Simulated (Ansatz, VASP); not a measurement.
MoS2 in VASP and in Ansatz

Contents of INCAR:

```
ALGO     = Normal         # electronic algorithm
EDIFF    = 1E-7           # SCF threshold, eV
ENCUT    = 520            # plane-wave cutoff, eV
GGA      = CA             # functional
ISIF     = 2              # what is computed and relaxed
ISMEAR   = -1             # smearing method
LASPH    = T              # aspherical terms in the spheres
LCHARG   = T              # write CHGCAR
LELF     = T              # ELF
LREAL    = F              # projectors in reciprocal space
LVHAR    = T            
LWAVE    = F              # write WAVECAR
NBANDS   = 20             # bands
NELM     = 60             # most SCF steps
PREC     = Accurate       # precision mode
SIGMA    = 0.05           # smearing width, eV
```

File KPOINTS:

```
k-points
0
Gamma
  10 10 10
```

The input POSCAR:

```
MoS2
1.0
    1.5904638811      0.9182547499      6.1907296638
   -1.5904638811      0.9182547499      6.1907296638
    0.0000000000     -1.8365094997      6.1907296638
Mo S
1 2
Direct
    0.0000000000      0.0000000000      0.0000000000
    0.4170000000      0.4170000000      0.4170000000
    0.2500000000      0.2500000000      0.2500000000
```

File input.yaml:

```yaml
crystal:
  lattice:
    - [1.5904638811, 0.9182547499, 6.1907296638]
    - [-1.5904638811, 0.9182547499, 6.1907296638]
    - [0.0, -1.8365094997, 6.1907296638]
  atoms:
    - { symbol: Mo, position: [0.0, 0.0, 0.0] }
    - { symbol: S, position: [0.417, 0.417, 0.417] }
    - { symbol: S, position: [0.25, 0.25, 0.25] }
hamiltonian:
  xc: lda
  pseudopotentials: { kind: paw }
kpoints:
  mp_grid: { grid: [10, 10, 10] }
scf:
  occupations: { method: fermi_dirac, width: 0.05 }
output:
  forces: true
  stress: true
  eigenvalues: true
  write_density: true
  write_potential: true
  elf: true
  volumetric_format: npy
```

Alike in both runs: task single point; functional LDA; k mesh 10 × 10 × 10; occupations fermi-dirac, width 0.05 eV; no spin polarisation.

```csv
,VASP,Ansatz
version,VASP 6.6.1,Ansatz 0.2.0
potentials or method,"VASP PAW LDA potentials, release 64 (Mo_sv, S)",Ansatz PAW
plane-wave cutoff (eV),520,420
valence electrons in the cell,26,26
```

VASP gave:

```
gap on the k mesh at the Fermi level (eV)                     : 0.90
least direct gap on the mesh (eV)                             : 1.91
pressure (GPa)                                                : -5.2
traceless stress, the component that is largest in VASP (GPa) : 1.41
rms of the force components (eV/Å)                            : 0.130
```

Question: What did Ansatz give for the same quantities?

Answer: gap on the k mesh at the Fermi level (eV): 0.89; least direct gap on the mesh (eV): 1.90; pressure (GPa): -5.3; traceless stress, the component that is largest in VASP (GPa): 1.43; rms of the force components (eV/Å): 0.138.

LDA's correlation is that of Perdew and Zunger in VASP and of Perdew and Wang (1992) in Ansatz. Atom by atom the forces differ by 0.008 eV/Å (rms over components).
